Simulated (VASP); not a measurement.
# H (P6_3/mmc) in VASP: notebook, part 2 of 2

VASP 6.6.1. Earlier steps stand in the parts before.

## 3. Single point, PBE, collinear spin

This run uses another cell than the first one, of 55.62 Å³/atom.

File INCAR:

```
ALGO = Normal ; EDIFF = 1E-7
ENCUT = 520 ; GGA = PE
ISIF = 2 ; ISMEAR = 0
ISPIN = 2 ; LASPH = T
LCHARG = F ; LORBIT = 11
LREAL = F ; LWAVE = F
MAGMOM = 1.05 1.05 ; NBANDS = 12
NELM = 150 ; PREC = Accurate
SIGMA = 0.05
```

File KPOINTS:

```
k-points
0
Gamma
  6 6 6
```

File POSCAR:

```
H
1.0
    5.4326000000      0.0000000000      0.0000000000
   -2.7163000000      4.7047696086      0.0000000000
    0.0000000000      0.0000000000      4.3519000000
H
2
Direct
    0.3333333333      0.6666666667      0.2500000000
    0.6666666667      0.3333333333      0.7500000000
```

Potentials or basis: VASP PAW PBE potentials, release 64 (H).

On the command line:

```bash
$ cat potpaw_PBE.64/H/POTCAR > POTCAR
$ mpirun -np 1 vasp_std > vasp.out
```

It took 32 s on 1 thread of Intel Xeon 6975P-C (Granite Rapids), shared host; peak memory 0.26 GiB.

It converged, with:

```
Free energy                                           : -2.2385 eV
Pressure                                              : 0.0 GPa
Band gap on the k mesh                                : 6.79 eV (least direct gap 7.24 eV)
Net moment                                            : 2.00 μB per cell
Site moments                                          : H +0.38 μB
Valence electrons inside the program's atomic spheres : H 0.38
```

Levels at points of the mesh, in eV from the valence-band top:
Spin up:
```csv
k point,band 1,band 2,band 3,band 4,band 5,band 6
"(0.00, 0.00, 0.00)",-0.99,0.00,7.79,9.91,9.91,10.89
"(0.50, 0.00, 0.00)",-0.63,-0.32,6.96,8.70,9.09,11.49
"(0.00, 0.00, 0.50)",-0.39,-0.39,7.93,7.93,11.59,11.59
"(0.50, 0.00, 0.50)",-0.33,-0.33,7.68,7.68,9.92,9.92
```
Spin down:
```csv
k point,band 1,band 2,band 3
"(0.00, 0.00, 0.00)",9.54,15.43,15.43
"(0.50, 0.00, 0.00)",10.35,12.38,14.53
"(0.00, 0.00, 0.50)",11.49,11.49,17.36
"(0.50, 0.00, 0.50)",12.32,12.32,14.23
```

Caveat: the atoms stand far beyond bonding distance.

## 4. Single point, PBE, collinear spin

This run uses another cell than the first one, of 56.46 Å³/atom.

File INCAR:

```
SYSTEM = H
PREC = Accurate
ENCUT = 520
EDIFF = 1E-7
ISMEAR = 0
SIGMA = 0.05
LREAL = .False.
LASPH = .True.
NELM = 150
ALGO = Normal
ISIF = 2
LWAVE = .False.
LCHARG = .False.
ISPIN = 2
MAGMOM = 1.05 1.05
LORBIT = 11
GGA = PE
NBANDS = 12
```

File KPOINTS:

```
regular mesh
0
Gamma
  6 6 6
  0 0 0
```

File POSCAR:

```
H
1.0
    5.5656000000      0.0000000000      0.0000000000
   -2.7828000000      4.8199509873      0.0000000000
    0.0000000000      0.0000000000      4.2092000000
H
2
Direct
    0.3333333333      0.6666666667      0.2500000000
    0.6666666667      0.3333333333      0.7500000000
```

Potentials or basis: VASP PAW PBE potentials, release 64 (H).

On the command line:

```bash
$ cat potpaw_PBE.64/H/POTCAR > POTCAR
$ mpirun -np 1 vasp_std > vasp.out
```

OUTCAR:

```text
SYSTEM = H
   PREC = Accurate
   ENCUT = 520
   EDIFF = 1E-7
   ISMEAR = 0
   LREAL = .False.
   LASPH = .True.
   NELM = 150
   ISIF = 2
   ISPIN = 2
   LORBIT = 11
   GGA = PE

 ion  position               nearest neighbor table
   1  0.333  0.667  0.250-
   2  0.667  0.333  0.750-

  LATTYP: Found a hexagonal cell.
 ALAT       =     5.5656000000
 C/A-ratio  =     0.7562886302

  Lattice vectors:

 A1 = (   5.5656000000,   0.0000000000,   0.0000000000)
 A2 = (  -2.7828000000,   4.8199509873,   0.0000000000)
 A3 = (   0.0000000000,   0.0000000000,   4.2092000000)

Analysis of symmetry for initial positions (statically):
=====================================================================
 Subroutine PRICEL returns:
 Original cell was already a primitive cell.

 Routine SETGRP: Setting up the symmetry group for a
 hexagonal supercell.

 Subroutine GETGRP returns: Found 24 space group operations
 (whereof 12 operations were pure point group operations)
[... 910 lines left out ...]
      9      14.5111      0.00000
     10      14.5111      0.00000
     11      14.9072      0.00000
     12      14.9072      0.00000

 [... further k-points ...]

------------------------ aborting loop because EDIFF is reached ----------------------------------------

  FORCE on cell =-STRESS in cart. coord.  units (eV):
  Direction    XX          YY          ZZ          XY          YZ          ZX
  --------------------------------------------------------------------------------------
  -------------------------------------------------------------------------------------
  Total        0.0070949      0.0070949      0.0147367      0.0000000      0.0000000      0.0000000
  in kB        0.1006708      0.1006708      0.2091010      0.0000000      0.0000000      0.0000000
  external PRESSURE =       0.1368142 kB  Pullay stress =       0.0000000 kB

 VOLUME and BASIS-vectors are now :
 -----------------------------------------------------------------------------
  energy-cutoff  :      520.00
  volume of cell :      112.92
      direct lattice vectors                 reciprocal lattice vectors
     5.565600000  0.000000000  0.000000000     0.179675147  0.103735495  0.000000000
    -2.782800000  4.819950987  0.000000000     0.000000000  0.207470989  0.000000000
     0.000000000  0.000000000  4.209200000     0.000000000  0.000000000  0.237574836

 POSITION                                       TOTAL-FORCE (eV/Angst)
 -----------------------------------------------------------------------------------
     -0.00000      3.21330      1.05230        -0.000000      0.000000      0.000000
      2.78280      1.60665      3.15690         0.000000     -0.000000     -0.000000
 -----------------------------------------------------------------------------------
    total drift:                               -0.000000      0.000000     -0.000000

  FREE ENERGIE OF THE ION-ELECTRON SYSTEM (eV)
  ---------------------------------------------------
  free  energy   TOTEN  =        -2.2386818946 eV

  energy  without entropy=       -2.2386818946  energy(sigma->0) =       -2.23868189

 total charge

# of ion       s       p       d       tot
------------------------------------------
    1        0.380   0.000   0.000   0.380
    2        0.380   0.000   0.000   0.380
--------------------------------------------------
tot          0.761   0.000   0.000   0.761

 magnetization (x)

# of ion       s       p       d       tot
------------------------------------------
    1        0.380   0.000   0.000   0.380
    2        0.380   0.000   0.000   0.380
--------------------------------------------------
tot          0.761   0.000   0.000   0.761
```

OSZICAR:

```text
N       E                     dE             d eps       ncg     rms          rms(c)
DAV:   1     0.417954170012E+01    0.41795E+01   -0.55036E+02  1344   0.104E+02
DAV:   2    -0.257602023466E+00   -0.44371E+01   -0.43411E+01  1636   0.191E+01
DAV:   3    -0.555473185996E+00   -0.29787E+00   -0.29759E+00  1700   0.467E+00
[... 14 lines left out ...]
DAV:  18    -0.223866789445E+01   -0.98897E-05   -0.23910E-10  1504   0.690E-05    0.542E-06
DAV:  19    -0.223867644400E+01   -0.85496E-05   -0.20381E-10  1356   0.705E-05    0.559E-06
DAV:  20    -0.223868086472E+01   -0.44207E-05   -0.70527E-11  1140   0.419E-05    0.496E-07
DAV:  21    -0.223868185592E+01   -0.99120E-06   -0.47158E-12  1096   0.744E-06    0.623E-07
DAV:  22    -0.223868189457E+01   -0.38656E-07   -0.12358E-12  1136   0.253E-06
   1 F= -.22386819E+01 E0= -.22386819E+01  d E =-.412782E-17  mag=     2.0000
```

Wall time 40 s (1 thread of Intel Xeon 6975P-C (Granite Rapids), shared host); peak memory 0.27 GiB.

Results:

```yaml
Free_energy: -2.2387 eV
Pressure: 0.0 GPa
Band_gap_on_the_k_mesh: 6.76 eV (least direct gap 7.21 eV)
Net_moment: 2.00 μB per cell
Site_moments: H +0.38 μB
Valence_electrons_inside_the_program's_atomic_spheres: H 0.38
```

Caveat: the atoms stand far beyond bonding distance.

## 5. Single point, PBE, collinear spin

This run uses another cell than the first one, of 56.53 Å³/atom.

File INCAR:

```
PREC = Accurate ; ENCUT = 520
EDIFF = 1E-6 ; ISMEAR = 0
SIGMA = 0.05 ; LREAL = F
LASPH = T ; NELM = 150
ALGO = Normal ; ISIF = 2
LWAVE = F ; LCHARG = F
ISPIN = 2 ; MAGMOM = 1.05 1.05
LORBIT = 11 ; GGA = PE
NBANDS = 12
```

File KPOINTS:

```
regular mesh
0
Gamma
  6 6 6
```

File POSCAR:

```
H
1.0
    5.4326000000      0.0000000000      0.0000000000
   -2.7163000000      4.7047696086      0.0000000000
    0.0000000000      0.0000000000      4.4233000000
H
2
Direct
    0.3333333333      0.6666666667      0.2500000000
    0.6666666667      0.3333333333      0.7500000000
```

On the command line:

```bash
$ cat potpaw_PBE.64/H/POTCAR > POTCAR
$ mpirun -np 1 vasp_std > vasp.out
```

Wall time 35 s (1 thread of Intel Xeon 6975P-C (Granite Rapids), shared host); peak memory 0.28 GiB.

The run converged. Its results:

```
Free energy                                           : -2.2390 eV
Pressure                                              : 0.0 GPa
Band gap on the k mesh                                : 6.81 eV (least direct gap 7.24 eV)
Net moment                                            : 2.00 μB per cell
Site moments                                          : H +0.38 μB
Valence electrons inside the program's atomic spheres : H 0.38
```

Levels at points of the mesh, in eV from the valence-band top:
Spin up:
| k point | band 1 | band 2 | band 3 | band 4 | band 5 |
| --- | --- | --- | --- | --- | --- |
| (0.00, 0.00, 0.00) | -0.96 | 0.00 | 7.76 | 9.94 | 9.94 |
| (0.50, 0.00, 0.00) | -0.61 | -0.31 | 6.96 | 8.72 | 9.04 |
| (0.00, 0.00, 0.50) | -0.39 | -0.39 | 7.90 | 7.90 | 11.56 |
| (0.50, 0.00, 0.50) | -0.33 | -0.33 | 7.65 | 7.65 | 9.88 |
Spin down:
```
           k point  band 1  band 2  band 3  band 4  band 5
(0.00, 0.00, 0.00)    9.52   15.42   15.42   16.56   16.64
(0.50, 0.00, 0.00)   10.35   12.31   14.51   15.70   17.99
(0.00, 0.00, 0.50)   11.41   11.41   17.30   17.30   17.30
(0.50, 0.00, 0.50)   12.25   12.25   14.10   14.10   16.41
```

Caveat: the atoms stand far beyond bonding distance. A k mesh can miss the band edges.

## 6. Single point, PBE, collinear spin

This run uses another cell than the first one, of 57.44 Å³/atom.

INCAR: that of step 5 with these lines changed.

```diff
@@ -5,5 +5,6 @@
 ALGO = Normal ; ISIF = 2
-LWAVE = F ; LCHARG = F
+LWAVE = F ; LCHARG = T
 ISPIN = 2 ; MAGMOM = 1.05 1.05
 LORBIT = 11 ; GGA = PE
+LELF = T ; LVHAR = T
 NBANDS = 12
```

File KPOINTS:

```
Automatic mesh
0
Gamma
  6 6 6
```

POSCAR: that of step 5 with these lines changed.

```diff
@@ -4,3 +4,3 @@
    -2.7163000000      4.7047696086      0.0000000000
-    0.0000000000      0.0000000000      4.4233000000
+    0.0000000000      0.0000000000      4.4946000000
 H
```

Potentials or basis: VASP PAW PBE potentials, release 64 (H).

On the command line:

```bash
$ cat potpaw_PBE.64/H/POTCAR > POTCAR
$ mpirun -np 1 vasp_std > vasp.out
```

It took 39 s on 1 thread of Intel Xeon 6975P-C (Granite Rapids), shared host; peak memory 0.28 GiB.

The run converged. Its results:

```yaml
Free_energy: -2.2395 eV
Pressure: 0.0 GPa
Band_gap_on_the_k_mesh: 6.83 eV (least direct gap 7.24 eV)
Net_moment: 2.00 μB per cell
Site_moments: H +0.38 μB
Valence_electrons_inside_the_program's_atomic_spheres: H 0.38
```

Levels at points of the mesh, in eV from the valence-band top:
Spin up:
| k point | band 1 | band 2 | band 3 | band 4 | band 5 |
| --- | --- | --- | --- | --- | --- |
| (0.00, 0.00, 0.00) | -0.93 | 0.00 | 7.73 | 9.97 | 9.97 |
| (0.50, 0.00, 0.00) | -0.59 | -0.30 | 6.97 | 8.75 | 8.99 |
| (0.00, 0.00, 0.50) | -0.39 | -0.39 | 7.88 | 7.88 | 11.53 |
| (0.50, 0.00, 0.50) | -0.33 | -0.33 | 7.63 | 7.63 | 9.84 |
Spin down:
| k point | band 1 | band 2 | band 3 | band 4 | band 5 |
| --- | --- | --- | --- | --- | --- |
| (0.00, 0.00, 0.00) | 9.48 | 15.40 | 15.40 | 16.37 | 16.47 |
| (0.50, 0.00, 0.00) | 10.33 | 12.23 | 14.46 | 15.57 | 17.73 |
| (0.00, 0.00, 0.50) | 11.31 | 11.31 | 17.21 | 17.21 | 17.21 |
| (0.50, 0.00, 0.50) | 12.17 | 12.17 | 13.96 | 13.96 | 16.31 |

Caveat: the atoms stand far beyond bonding distance.

## 7. The runs side by side

```csv
cell,gap on the mesh (eV),pressure (GPa),moment (μB)
"a = 5.566, b = 5.566, c = 4.138 Å, angles 90.0, 90.0, 120.0°, 2 atoms",6.75,0.0,2.00
"a = 5.433, b = 5.433, c = 4.352 Å, angles 90.0, 90.0, 120.0°, 2 atoms",6.79,0.0,2.00
"a = 5.566, b = 5.566, c = 4.209 Å, angles 90.0, 90.0, 120.0°, 2 atoms",6.76,0.0,2.00
"a = 5.433, b = 5.433, c = 4.423 Å, angles 90.0, 90.0, 120.0°, 2 atoms",6.81,0.0,2.00
"a = 5.433, b = 5.433, c = 4.495 Å, angles 90.0, 90.0, 120.0°, 2 atoms",6.83,0.0,2.00
```

Alike in all rows: task single point; level PBE; potentials or basis VASP PAW PBE potentials, release 64 (H); spin collinear; k mesh 6 × 6 × 6; cutoff (eV) 520; smearing gaussian 0.05 eV.

Caveats: the atoms stand far beyond bonding distance.

Total energies depend on the potentials used, so only differences within one code and one set of settings carry meaning.
